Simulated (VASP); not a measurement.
HfSi2, 6 atoms in the cell. Symmetry: Cmcm, No. 63, orthorhombic system. The conventional cell has a = 3.650 Å, b = 14.345 Å, c = 3.636 Å, α = 90.00°, β = 90.00°, γ = 90.00°. Hf (site symmetry m2m) has 10 Si at 2.67 to 2.93 Å within 3.5 Å. Si (site symmetry m2m) has 2 Si at 2.41 Å and 6 Hf at 2.67 to 2.93 Å within 3.2 Å. Si (site symmetry m2m) has 8 Si at 2.58 to 3.34 Å and 4 Hf at 2.77 Å within 3.4 Å. 

| Quantity | Value |
| --- | --- |
| Program | VASP 6.6.1 |
| Task | single point |
| Functional | PBEsol |
| Potentials or basis | VASP PAW PBE potentials, release 64 (Hf_pv, Si) |
| Cutoff | 500 eV |
| k mesh | 10 × 10 × 10 |
| Occupations | gaussian, width 0.1 eV |
| Spin | no spin polarisation |
| Dipole correction | no |
| Further INCAR settings | ALGO = Normal; EDIFF = 1e-06; NBANDS = 27 |

Potentials or basis: VASP PAW PBE potentials, release 64 (Hf_pv, Si).

Run with:

```sh
$ cat potpaw_PBE.64/Hf_pv/POTCAR potpaw_PBE.64/Si/POTCAR > POTCAR
$ mpirun -np 1 vasp_std > vasp.out
```

Hardware: 1 thread of AMD EPYC 9R45 96-Core Processor (Zen 5), on a shared host.

Problem. Estimate the wall time of this run.

Solution. Wall time 6.2 min on 1 thread of AMD EPYC 9R45 96-Core Processor (Zen 5), with other jobs on the host, peak memory 0.51 GiB. Counts: scf iterations 13, k points 186.
